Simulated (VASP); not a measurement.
Runs of VASP 6.6.1 on ZnO. The structure is that of space group P6_3mc (No. 186), or close to it. The cells are those of the table. 

| potentials or basis | cell | k mesh | cutoff (eV) | second run | gap on the mesh (eV) | pressure (GPa) | largest force (eV/Å) |
| --- | --- | --- | --- | --- | --- | --- | --- |
| VASP PAW PBE potentials, release 64 (Zn, O_h) | a = 3.230, b = 3.230, c = 5.006 Å, angles 90.0, 90.0, 120.0°, 4 atoms | 12 × 12 × 6 | 910 | hard_potentials | 0.80 | 7.0 | 0.01 |
| VASP PAW PBE potentials, release 64 (Zn, O) | a = 3.424, b = 3.424, c = 5.026 Å, angles 90.0, 90.0, 120.0°, 4 atoms | 9 × 9 × 6 | 520 | - | 0.64 | (c) | 0.01 |
| VASP PAW PBE potentials, release 64 (Zn, O) | a = 3.037, b = 3.037, c = 5.402 Å, angles 90.0, 90.0, 120.0°, 4 atoms | 9 × 9 × 6 | 520 | - | 0.62 | 15.6 | 0.35 |
| VASP PAW PBE potentials, release 64 (Zn, O_h) | a = 3.230, b = 3.230, c = 5.110 Å, angles 90.0, 90.0, 120.0°, 4 atoms | 12 × 12 × 6 | 910 | hard_potentials | 0.74 | 3.7 | - |
| VASP PAW PBE potentials, release 64 (Zn, O) | a = 3.230, b = 3.230, c = 5.214 Å, angles 90.0, 90.0, 120.0°, 4 atoms | 12 × 12 × 6 | 520 | - | 0.69 | 0.7 | - |
| VASP PAW PBE potentials, release 64 (Zn, O) | a = 3.101, b = 3.101, c = 5.415 Å, angles 90.0, 90.0, 120.0°, 4 atoms | 9 × 9 × 6 | 520 | - | 0.62 | 7.2 | (a) |
| VASP PAW PBE potentials, release 64 (Zn, O) | a = 3.230, b = 3.230, c = 5.006 Å, angles 90.0, 90.0, 120.0°, 4 atoms | 12 × 12 × 6 | 520 | - | 0.79 | (b) | 0.01 |

Alike in all rows: task single point; level PBEsol; no spin polarisation; smearing gaussian 0.02 eV.

Q: Fill in the values left out.

A: (a) 0.02; (b) 7.4; (c) -9.6.

Caveats: the PAW data sets were made with another functional, which shifts forces and pressure a little; the cutoff is under 1.25 times the usual one of these potentials, so pressure, stress and relaxed cells hold a basis-set (Pulay) error (some runs).

